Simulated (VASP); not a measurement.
# CsSnI3 (P4/mmm) in VASP: further runs, part 2 of 2

VASP 6.6.1. Earlier steps stand in the parts before.

**3. Single point, PBE (epitaxial xy strain -2.0%)**

INCAR reads:

```
SYSTEM = CsSnI3
PREC = Accurate
ENCUT = 520
EDIFF = 1E-6
ISMEAR = -1
SIGMA = 0.02
LREAL = .False.
LASPH = .True.
NELM = 80
ALGO = Normal
ISIF = 2
LWAVE = .False.
LCHARG = .True.
GGA = PE
LELF = .True.
LVHAR = .True.
NBANDS = 30
```

KPOINTS reads:

```
Automatic mesh
0
Gamma
  4 4 4
  0 0 0
```

POSCAR reads:

```
CsSnI3
1.0
    6.1166608907      0.0000000000      0.0000000000
    0.0000000000      6.1166608907      0.0000000000
    0.0000000000      0.0000000000      6.2753435978
Cs Sn I
1 1 3
Direct
    0.0000000000      0.0000000000      0.0000000000
    0.5000000000      0.5000000000      0.5000000000
    0.5000000000      0.5000000000      0.0000000000
    0.5000000000      0.0000000000      0.5000000000
    0.0000000000      0.5000000000      0.5000000000
```

Potentials or basis: VASP PAW PBE potentials, release 64 (Cs_sv, Sn_d, I).

Run with:

```bash
$ cat potpaw_PBE.64/Cs_sv/POTCAR potpaw_PBE.64/Sn_d/POTCAR potpaw_PBE.64/I/POTCAR > POTCAR
$ mpirun -np 1 vasp_std > vasp.out
```

OUTCAR:

```text
SYSTEM = CsSnI3
   PREC = Accurate
   ENCUT = 520
   EDIFF = 1E-6
   ISMEAR = -1
   LREAL = .False.
   LASPH = .True.
   NELM = 80
   ISIF = 2
   GGA = PE

 ion  position               nearest neighbor table
   1  0.000  0.000  0.000-
   2  0.500  0.500  0.500-   4 3.06   5 3.06   4 3.06   5 3.06   3 3.14   3 3.14
   3  0.500  0.500  0.000-   2 3.14   2 3.14
   4  0.500  0.000  0.500-   2 3.06   2 3.06
   5  0.000  0.500  0.500-   2 3.06   2 3.06

  LATTYP: Found a simple tetragonal cell.
 ALAT       =     6.1166608907
 C/A-ratio  =     1.0259427014

  Lattice vectors:

 A1 = (   6.1166608907,   0.0000000000,   0.0000000000)
 A2 = (   0.0000000000,   6.1166608907,   0.0000000000)
 A3 = (   0.0000000000,   0.0000000000,   6.2753435978)

Analysis of symmetry for initial positions (statically):
=====================================================================
 Subroutine PRICEL returns:
 Original cell was already a primitive cell.

 Routine SETGRP: Setting up the symmetry group for a
 simple tetragonal supercell.

 Subroutine GETGRP returns: Found 16 space group operations
 (whereof 16 operations were pure point group operations)
 out of a pool of 16 trial point group operations.

The static configuration has the point symmetry D_4h.

Analysis of symmetry for dynamics (positions and initial velocities):
=====================================================================
 Subroutine PRICEL returns:
 Original cell was already a primitive cell.

 Routine SETGRP: Setting up the symmetry group for a
 simple tetragonal supercell.

 Subroutine GETGRP returns: Found 16 space group operations
 (whereof 16 operations were pure point group operations)
 out of a pool of 16 trial point group operations.

The dynamic configuration has the point symmetry D_4h.

 Subroutine INISYM returns: Found 16 space group operations
 (whereof 16 operations are pure point group operations),
 and found     1 'primitive' translations

----------------------------------------------------------------------------------------

                                     Primitive cell

  volume of cell :     234.7828

  direct lattice vectors                    reciprocal lattice vectors
     6.116660891  0.000000000  0.000000000     0.163487893  0.000000000  0.000000000
     0.000000000  6.116660891  0.000000000     0.000000000  0.163487893  0.000000000
     0.000000000  0.000000000  6.275343598     0.000000000  0.000000000  0.159353824

  length of vectors
     6.116660891  6.116660891  6.275343598     0.163487893  0.163487893  0.159353824

  position of ions in fractional coordinates (direct lattice)
     0.000000000  0.000000000  0.000000000
     0.500000000  0.500000000  0.500000000
     0.500000000  0.500000000  0.000000000
     0.500000000  0.000000000  0.500000000
     0.000000000  0.500000000  0.500000000

  ion indices of the primitive-cell ions
   primitive index   ion index
                 1           1
                 2           2
                 3           3
                 4           4
                 5           5

----------------------------------------------------------------------------------------

 KPOINTS: Automatic mesh

Automatic generation of k-mesh.
 Grid dimensions read from file:
 generate k-points for:    4    4    4

 Generating k-lattice:

  Cartesian coordinates                     Fractional coordinates (reciprocal lattice)
     0.040871973  0.000000000  0.000000000     0.250000000  0.000000000  0.000000000
     0.000000000  0.040871973  0.000000000     0.000000000  0.250000000  0.000000000
     0.000000000  0.000000000  0.039838456     0.000000000  0.000000000  0.250000000

  Length of vectors
     0.040871973  0.040871973  0.039838456

  Shift w.r.t. Gamma in fractional coordinates (k-lattice)
     0.000000000  0.000000000  0.000000000

 Subroutine IBZKPT returns following result:
 ===========================================

 Found     18 irreducible k-points:

 Following reciprocal coordinates:
            Coordinates               Weight
  0.000000  0.000000  0.000000      1.000000
  0.250000  0.000000  0.000000      4.000000
  0.500000  0.000000  0.000000      2.000000
  0.250000  0.250000  0.000000      4.000000
  0.500000  0.250000  0.000000      4.000000
  0.500000  0.500000  0.000000      1.000000
[... 10 lines left out ...]
  0.500000  0.250000  0.500000      4.000000
  0.500000  0.500000  0.500000      1.000000
   k-points           NKPTS =     18   k-points in BZ     NKDIM =     18   number of bands    NBANDS=     30
   number of dos      NEDOS =    301   number of ions     NIONS =      5
   total plane-waves  NPLWV = 110592
   dimension x,y,z NGX =    48 NGY =   48 NGZ =   48
   dimension x,y,z NGXF=    96 NGYF=   96 NGZF=   96
   ions per type =               1   1   3
   NGX,Y,Z   is equivalent  to a cutoff of  13.05, 13.05, 12.72 a.u.
   NGXF,Y,Z  is equivalent  to a cutoff of  26.09, 26.09, 25.43 a.u.
 SYSTEM =  CsSnI3
   PREC   = accura    normal or accurate (medium, high low for compatibility)
   ISTART =      0    job   : 0-new  1-cont  2-samecut
   ICHARG =      2    charge: 1-file 2-atom 10-const
   ISPIN  =      1    spin polarized calculation?
   LNONCOLLINEAR =      F non collinear calculations
   LSORBIT =      F    spin-orbit coupling
   LASPH  =      T    aspherical Exc in radial PAW
   ENCUT  =  520.0 eV  38.22 Ry    6.18 a.u.  11.37 11.37 11.67*2*pi/ulx,y,z
   NELM   =     80;   NELMIN=  2; NELMDL= -5     # of ELM steps
   EDIFF  = 0.1E-05   stopping-criterion for ELM
   LREAL  =      F    real-space projection
   EDIFFG = 0.1E-04   stopping-criterion for IOM
   NSW    =      0    number of steps for IOM
   IBRION =     -1    ionic relax: 0-MD 1-quasi-New 2-CG
   NFREE  =      0    steps in history (QN), initial steepest desc. (CG)
   ISIF   =      2    stress and relaxation
   ISYM   =      2    0-nonsym 1-usesym 2-fastsym
   POTIM  = 0.5000    time-step for ionic-motion
   TEBEG  =    0.0;   TEEND  =   0.0 temperature during run
   PSTRESS=    0.0 pullay stress
   NELECT =      44.0000    total number of electrons
   NUPDOWN=      -1.0000    fix difference up-down
   EMIN   =  10.00;   EMAX   =-10.00  energy-range for DOS
   EFERMI =   0.00;   METHOD = LEGACY
   ISMEAR =    -1;   SIGMA  =   0.02  broadening in eV -4-tet -1-fermi 0-gaus
   EFERMI_NEDOS =   21; number of points for ismear=-14 and -15
   IALGO  =     38    algorithm
   IMIX   =      4    mixing-type and parameters
     AMIX     =   0.40;   BMIX     =  1.00
     AMIX_MAG =   1.60;   BMIX_MAG =  1.00
  volume/ion in A,a.u.               =      46.96       316.88
  Fermi-wavevector in a.u.,A,eV,Ry     =   0.936850  1.770391 11.941681  0.877689
  Thomas-Fermi vector in A             =   2.063902
   LORBIT       =      0    0 simple, 1 ext, 2 COOP (PROOUT), +10 PAW based schemes
   GGA     = PE    functional components
   LHFCALC =     F    Hartree Fock is set to
   AEXX    =    0.0000 exact exchange contribution
   IVDW    =     0    specifies the selected vdW correction
   LEPSILON=     F    determine dielectric tensor
   LRPA    =     F    only Hartree local field effects (RPA)
 non-spin polarized calculation
  energy-cutoff  :      520.00
  volume of cell :      234.78
 maximum number of plane-waves:      6339
 NGX is ok and might be reduce to    48
   NGX = 23   NGY = 23   NGZ = 23

 number of electron      44.0000003 magnetization

 Free energy of the ion-electron system (eV)
  ---------------------------------------------------
  ext. energy  EPLUGINS =         0.00000000
  ---------------------------------------------------
  free energy    TOTEN  =       -13.90758993 eV

  energy without entropy =      -13.90724024  energy(sigma->0) =      -13.90741508

 E-fermi :   3.1980     XC(G=0):  -7.5961

 val. band max:        3.1492672097   @ k =   0.5000   0.5000   0.5000
 cond. band min:       3.2467884429   @ k =   0.5000   0.5000   0.5000
 fundamental gap:      0.0975212332
 Fermi energy:         3.1980232768

 k-point     1 :       0.0000    0.0000    0.0000
  band No.  band energies     occupation
      1     -19.2791      2.00000
      2     -19.0854      2.00000
      3     -19.0838      2.00000
      4     -19.0633      2.00000
      5     -19.0633      2.00000
      6     -19.0595      2.00000
[... 583 lines left out ...]
     29       7.0716      0.00000
     30       8.1481      0.00000

------------------------ aborting loop because EDIFF is reached ----------------------------------------

  FORCE on cell =-STRESS in cart. coord.  units (eV):
  Direction    XX          YY          ZZ          XY          YZ          ZX
  --------------------------------------------------------------------------------------
  -------------------------------------------------------------------------------------
  Total        2.2235349      2.2235349      0.7453240      0.0000000      0.0000000      0.0000000
  in kB       15.1735852     15.1735852      5.0861525      0.0000000      0.0000000      0.0000000
  external PRESSURE =      11.8111076 kB  Pullay stress =       0.0000000 kB

 VOLUME and BASIS-vectors are now :
 -----------------------------------------------------------------------------
  energy-cutoff  :      520.00
  volume of cell :      234.78
      direct lattice vectors                 reciprocal lattice vectors
     6.116660891  0.000000000  0.000000000     0.163487893  0.000000000  0.000000000
     0.000000000  6.116660891  0.000000000     0.000000000  0.163487893  0.000000000
     0.000000000  0.000000000  6.275343598     0.000000000  0.000000000  0.159353824

 POSITION                                       TOTAL-FORCE (eV/Angst)
 -----------------------------------------------------------------------------------
      0.00000      0.00000      0.00000         0.000000      0.000000      0.000000
      3.05833      3.05833      3.13767         0.000000      0.000000      0.000000
      3.05833      3.05833      0.00000         0.000000      0.000000      0.000000
      3.05833      0.00000      3.13767         0.000000      0.000000      0.000000
      0.00000      3.05833      3.13767         0.000000      0.000000      0.000000
 -----------------------------------------------------------------------------------
    total drift:                                0.000000     -0.000000     -0.000000

  FREE ENERGIE OF THE ION-ELECTRON SYSTEM (eV)
  ---------------------------------------------------
  free  energy   TOTEN  =       -13.9075899269 eV

  energy  without entropy=      -13.9072402413  energy(sigma->0) =      -13.90741508
```

Run time: 1.7 min. Hardware: 1 thread of AMD EPYC 7R43 (Zen 3), shared host; peak memory 0.36 GiB.

What came out:

```yaml
Free_energy: -13.9076 eV
Pressure: 1.2 GPa
Band_gap_on_the_k_mesh: 0.10 eV, direct
```

Caveat: the cell differs from its parent crystal (epitaxial xy strain -2.0%); spin-orbit coupling is left out, which moves the levels of the heavy elements. A k mesh can miss the band edges.
